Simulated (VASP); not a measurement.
Runs of VASP 6.6.1 on HgTe. The structure is that of space group I-4m2 (No. 119), or close to it. The cells are those of the table. 

```csv
cell,gap on the mesh (eV),pressure (GPa)
"a = 4.466, b = 4.466, c = 4.812 Å, angles 57.4, 57.4, 65.2°, 2 atoms",0.13,(c)
"a = 5.077, b = 5.077, c = 3.982 Å, angles 66.9, 66.9, 46.2°, 2 atoms",none,(b)
"a = 4.530, b = 4.530, c = 4.621 Å, angles 59.3, 59.3, 61.3°, 2 atoms",0.11,4.1
"a = 4.441, b = 4.441, c = 4.952 Å, angles 56.1, 56.1, 67.8°, 2 atoms",0.09,(a)
```

Alike in all rows: task single point; level PBE; potentials or basis VASP PAW PBE potentials, release 64 (Hg, Te); no spin polarisation; k mesh 14 × 14 × 14; cutoff (eV) 520; smearing gaussian 0.15 eV.

Problem. Estimate the missing entries.

Solution. (a) 3.0; (b) 2.0; (c) 3.6.

Caveats: spin-orbit coupling is left out, which moves the levels of the heavy elements; the cell stands under pressure (at least some runs); the stress differs along the axes, from -3 to 5 GPa (at least some runs); semilocal functionals underestimate gaps, and a narrow one can read as zero (at least some runs); the smearing spreads over this small gap (at least some runs).

A k mesh can miss the band edges, and the runs leave out spin-orbit coupling on Hg, Te.

A gap of «none» marks levels without a gap at the run's occupations.
